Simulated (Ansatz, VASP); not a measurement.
## One calculation of GaN, two programs

```xyz
4
Lattice="-2.2742 2.2742 0.0000 0.0000 0.0000 4.5485 2.2742 2.2742 0.0000" Properties=species:S:1:pos:R:3 pbc="T T T"
Ga    0.0000    0.0000    0.0000
Ga    0.0000    2.2742    2.2742
N     1.1371    1.1371    1.1371
N    -1.1371    1.1371    3.4114
```

Alike in both runs: task single point; functional PBE; k mesh 8 × 6 × 8; occupations fermi-dirac, width 0.02 eV; no spin polarisation.

```csv
,VASP,Ansatz
version,VASP 6.6.1,Ansatz 0.2.0
potentials or method,"VASP PAW PBE potentials, release 64 (Ga_d, N), cutoff 520 eV","all-electron LAPW, scalar-relativistic"
```

|  | VASP | Ansatz | Ansatz less VASP |
| --- | --- | --- | --- |
| gap on the k mesh at the Fermi level (eV) | 1.55 | 1.56 | +0.010 |
| pressure (GPa) | 0.1 | -0.1 | -0.20 |

Ansatz ran all-electron here, and VASP with PAW potentials.
